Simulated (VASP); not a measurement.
Wanted: the native input for a VASP 6.6.1 run.

```yaml
Task: single point
Functional: LDA
Potentials_or_basis: VASP PAW LDA potentials, release 64 (Sn_d, Se)
Cutoff: 520 eV
k_mesh: 8 × 8 × 8
Occupations: gaussian, width 0.05 eV
Spin: no spin polarisation
Dipole_correction: no
Further_INCAR_settings: ALGO = Normal; EDIFF = 1e-06; NBANDS = 17
```

The structure of SnSe lies in POSCAR:

```
SnSe
1.0
   -0.0301000000      3.0100000000      3.0100000000
    2.9799000000      0.0000000000      2.9799000000
    3.0100000000      3.0100000000     -0.0301000000
Sn Se
1 1
Direct
    0.0000000000      0.0000000000      0.0000000000
    0.5000000000      0.5000000000      0.5000000000
```

This cell differs from its parent crystal: strain -0.0200 x Voigt [0, 0, 0, 0, 1, 0].

One way to write it, as run:

INCAR

```
SYSTEM = SnSe
ALGO = Normal
EDIFF = 1E-6
ENCUT = 520
ISIF = 2
ISMEAR = 0
LASPH = .TRUE.
LCHARG = .TRUE.
LELF = .TRUE.
LREAL = .FALSE.
LVHAR = .TRUE.
LWAVE = .FALSE.
NBANDS = 17
NELM = 100
PREC = Accurate
SIGMA = 0.05
```

KPOINTS

```
k-points
0
G
  8 8 8
  0 0 0
```

Potentials or basis: VASP PAW LDA potentials, release 64 (Sn_d, Se).

Launch:

```bash
$ cat potpaw_LDA.64/Sn_d/POTCAR potpaw_LDA.64/Se/POTCAR > POTCAR
$ mpirun -np 1 vasp_std > vasp.out
```

Results of the run:

The pressure is -3.3 GPa. The band gap on the k mesh is 0.53 eV (least direct gap 0.63 eV).

Caveat: the cell differs from its parent crystal (strain -0.0200 x Voigt [0, 0, 0, 0, 1, 0]); the cell stands under tension; semilocal functionals underestimate gaps, and a narrow one can read as zero; spin-orbit coupling is left out, which moves the levels of the heavy elements.

Run time: 84 s on 1 thread of Intel Xeon 8259CL (shared host), peak memory 0.22 GiB.
